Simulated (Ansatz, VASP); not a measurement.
# P: VASP beside Ansatz

INCAR

```
SYSTEM = P
ALGO = Normal ; EDIFF = 1E-6
ENCUT = 520 ; GGA = PS
ISIF = 2 ; ISMEAR = 0
LASPH = .TRUE. ; LCHARG = .TRUE.
LELF = .TRUE. ; LREAL = .FALSE.
LVHAR = .TRUE. ; LWAVE = .FALSE.
NBANDS = 18 ; NELM = 60
PREC = Accurate ; SIGMA = 0.05
```

File KPOINTS:

```
k-points
0
G
  8 1 6
  0 0 0
```

File POSCAR:

```
P
1.0
    3.2837277200      0.0000000000      0.0000000000
    0.0000000000     34.8570309900      0.0000000000
    0.0000000000      0.0000000000      4.6320847100
P
4
Direct
   -0.0682229727      0.9702614300      0.6352265085
    0.0000000000      0.0297385700      0.4078492800
    0.5000000000      0.0297385700      0.0921507200
    0.5000000000      0.9702614300      0.9078492800
```

Input for Ansatz:

```yaml
crystal:
  lattice:
    - [3.28372772, 0.0, 0.0]
    - [0.0, 34.85703099, 0.0]
    - [0.0, 0.0, 4.63208471]
  atoms:
    - { symbol: P, position: [-0.0682229727, 0.97026143, 0.6352265085] }
    - { symbol: P, position: [0.0, 0.02973857, 0.40784928] }
    - { symbol: P, position: [0.5, 0.02973857, 0.09215072] }
    - { symbol: P, position: [0.5, 0.97026143, 0.90784928] }
basis:
  ecutwfc: 420
kpoints:
  mp_grid: { grid: [8, 1, 6] }
hamiltonian:
  xc: pbesol
scf:
  occupations: { method: gaussian, width: 0.05 }
output:
  forces: true
  stress: true
  eigenvalues: true
  write_density: true
  write_potential: true
  elf: true
  volumetric_format: npy
```

Alike in both runs: task single point; functional PBEsol; k mesh 8 × 1 × 6; occupations gaussian, width 0.05 eV; no spin polarisation.

|  | VASP | Ansatz |
| --- | --- | --- |
| version | VASP 6.6.1 | Ansatz 0.2.0 |
| potentials or method | VASP PAW PBE potentials, release 64 (P), cutoff 520 eV | scalar-relativistic, plane waves, PAW |
| valence electrons in the cell | 20 | 20 |

Ansatz gave:

```
gap on the k mesh at the Fermi level (eV) : 0.36
least direct gap on the mesh (eV)         : 0.69
rms of the force components (eV/Å)        : 2.623
```

**Question.** Estimate VASP's values.

**Answer.** gap on the k mesh at the Fermi level (eV): 0.40; least direct gap on the mesh (eV): 0.70; rms of the force components (eV/Å): 2.602.

VASP's potentials were made for PBE, not for PBEsol. Atom by atom the forces differ by 0.022 eV/Å (rms over components).
